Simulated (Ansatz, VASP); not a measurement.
**BaTe in VASP and in Ansatz**

The input POSCAR:

```
BaTe
1.0
    4.2448181589      0.0000000000      0.0000000000
    0.0000000000      4.2448181589      0.0000000000
    0.0000000000      0.0000000000      4.2448181589
Ba Te
1 1
Direct
    0.0000000000      0.0000000000      0.0000000000
    0.5000000000      0.5000000000      0.5000000000
```

INCAR.step1

```
PREC = Accurate
ENCUT = 520
EDIFF = 1E-5
ISMEAR = 0
SIGMA = 0.01
LREAL = False
LASPH = True
NELM = 100
ALGO = Normal
ISIF = 2
LWAVE = True
LCHARG = False
NBANDS = 15
GGA = PE
```

Contents of INCAR.step2:

```
PREC = Accurate
ENCUT = 520
EDIFF = 1E-7
ISMEAR = 0
SIGMA = 0.01
LREAL = False
LASPH = True
NELM = 100
ALGO = Normal
ISIF = 2
LWAVE = False
LCHARG = False
GGA = PE
LHFCALC = True
HFSCREEN = 0.2079
PRECFOCK = Normal
NBANDS = 15
ISTART = 1
```

The input KPOINTS:

```
Automatic mesh
0
Gamma
  4 4 4
```

Input for Ansatz:

```yaml
crystal:
  lattice:
    - [4.2448181589, 0.0, 0.0]
    - [0.0, 4.2448181589, 0.0]
    - [0.0, 0.0, 4.2448181589]
  atoms:
    - { symbol: Ba, position: [0.0, 0.0, 0.0] }
    - { symbol: Te, position: [0.5, 0.5, 0.5] }
kpoints:
  mp_grid: { grid: [4, 4, 4] }
hamiltonian:
  xc: hse06
scf:
  occupations: { method: fixed }
  n_extra_bands: 4
output:
  forces: true
  stress: true
  eigenvalues: true
  write_density: true
  write_potential: true
  elf: true
  volumetric_format: npy
```

Alike in both runs: task single point; functional HSE06; k mesh 4 × 4 × 4; no spin polarisation.

|  | VASP | Ansatz |
| --- | --- | --- |
| version | VASP 6.6.1 | Ansatz 0.2.0 |
| potentials or method | VASP PAW PBE potentials, release 64 (Ba_sv, Te) | plane waves, PAW |
| plane-wave cutoff (eV) | 520 | 420 |
| occupations | gaussian, width 0.01 eV | fixed |
| valence electrons in the cell | 16 | 26 |

Ansatz gave:

* gap on the k mesh at the Fermi level (eV): 1.51
* pressure (GPa): -0.3

**Question.** Estimate VASP's values.

**Answer.** gap on the k mesh at the Fermi level (eV): 1.44; pressure (GPa): 0.0.

VASP's potentials hold 16 valence electrons a cell and Ansatz's 26, so a difference there can come from the potentials and not from the codes. Ansatz's warnings: stress exchange threshold loose, stress scf threshold loose.

Spin-orbit coupling is off throughout.
